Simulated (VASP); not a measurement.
Crystal: TePb.

```xyz
2
Lattice="0.0000 3.2678 3.2678 3.2678 0.0000 3.2678 3.2678 3.2678 0.0000" Properties=species:S:1:pos:R:3 pbc="T T T"
Pb    0.0000    0.0000    0.0000
Te    3.2678    3.2678    3.2678
```

Base run:

```yaml
Program: VASP 6.6.1
Functional: PBE0
Potentials_or_basis: VASP PAW PBE potentials, release 64 (Pb_d, Te)
Cutoff: 520 eV
k_mesh: 4 × 4 × 4
Occupations: gaussian, width 0.01 eV
Spin: no spin polarisation
```

Its results: band gap on the k mesh 1.81 eV, direct; pressure -0.6 GPa.

**Question.** The run is repeated on the same cell with these changes: functional from PBE0 to HSE06. What comes out?

**Answer.** Band gap on the k mesh 1.17 eV, direct; pressure -0.5 GPa.

Caveats: the PAW data sets were made with another functional, which shifts forces and pressure a little; spin-orbit coupling is left out, which moves the levels of the heavy elements.

A k mesh can miss the band edges.
